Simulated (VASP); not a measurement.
## Ir: single point with LDA

Crystal: Ir.

```xyz
1
Lattice="0.0000 1.9061 1.9061 1.9061 0.0000 1.9061 1.9061 1.9061 0.0000" Properties=species:S:1:pos:R:3 pbc="T T T"
Ir    0.0000    0.0000    0.0000
```

| Property | Result |
| --- | --- |
| Program | VASP 6.6.1 |
| Task | single point |
| Functional | LDA |
| Potentials or basis | VASP PAW LDA potentials, release 64 (Ir) |
| Cutoff | 520 eV |
| k mesh | 19 × 19 × 19 |
| Occupations | fermi-dirac, width 0.1 eV |
| Spin | no spin polarisation |
| Dipole correction | no |
| Further INCAR settings | ALGO = Normal; EDIFF = 1e-06; NBANDS = 10 |

```yaml
Pressure: 2.6 GPa
Band_gap_on_the_k_mesh: zero (an odd number of electrons rules out a gap without spin polarisation)
```

Levels at points of the mesh, in eV from the Fermi level:
| k point | band 2 | band 3 | band 4 | band 5 | band 6 | band 7 |
| --- | --- | --- | --- | --- | --- | --- |
| (0.00, 0.00, 0.00) | -4.02 | -4.02 | -4.02 | -1.20 | -1.20 | 14.32 |

Run time: 18 s on 1 thread of Intel Xeon 8259CL, with other jobs on the host, peak memory 0.14 GiB.

Caveat: spin-orbit coupling is left out, which moves the levels of the heavy elements.
